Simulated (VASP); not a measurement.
Wanted: the native input for a VASP 6.6.1 run.

- Task: single point
- Functional: PBE
- Potentials or basis: VASP PAW PBE potentials, release 64 (Sn_d, As, Se)
- Cutoff: 520 eV
- k mesh: 12 × 12 × 6
- Occupations: gaussian, width 0.1 eV
- Spin: no spin polarisation
- Dipole correction: no
- Further INCAR settings: ALGO = Fast; EDIFF = 1e-07; NBANDS = 30

The structure of Sn2As2Se lies in POSCAR:

```
Sn2As2Se
1.0
    5.1694536792      0.0000000000      0.0000000000
   -2.5847268396      4.4768782099      0.0000000000
    0.0000000000      0.0000000000      5.8273954394
Sn As Se
2 2 1
Direct
    0.3333333333      0.6666666667      0.5000000000
    0.6666666667      0.3333333333      0.5000000000
    0.3333333333      0.6666666667      0.0000000000
    0.6666666667      0.3333333333      0.0000000000
    0.0000000000      0.0000000000      0.5000000000
```

The cell was generated, and may not be a known phase.

The input as run:

INCAR

```
SYSTEM = Sn2As2Se
PREC     = Accurate       ! precision mode
ENCUT    = 520            ! plane-wave cutoff, eV
EDIFF    = 1E-7           ! SCF threshold, eV
ISMEAR   = 0              ! smearing method
SIGMA    = 0.1            ! smearing width, eV
LREAL    = .False.        ! projectors in reciprocal space
LASPH    = .True.         ! aspherical terms in the spheres
NELM     = 80             ! most SCF steps
ALGO     = Fast           ! electronic algorithm
ISIF     = 2              ! what is computed and relaxed
LWAVE    = .False.        ! write WAVECAR
LCHARG   = .False.        ! write CHGCAR
GGA      = PE             ! functional
NBANDS   = 30             ! bands
```

KPOINTS

```
Automatic mesh
0
Gamma
  12 12 6
  0 0 0
```

Potentials or basis: VASP PAW PBE potentials, release 64 (Sn_d, As, Se).

The run is started by

```console
$ cat potpaw_PBE.64/Sn_d/POTCAR potpaw_PBE.64/As/POTCAR potpaw_PBE.64/Se/POTCAR > POTCAR
$ mpirun -np 1 vasp_std > vasp.out
```

It gave:

```json
{
  "Pressure": "0.0 GPa",
  "Band gap on the k mesh": "zero (bands 22 and 23 overlap by 1.72 eV)"
}
```

Caveat: spin-orbit coupling is left out, which moves the levels of the heavy elements.

Run time: 6.8 min on 1 thread of Oxide Virtual Turin-like Processor (shared host), peak memory 0.43 GiB.
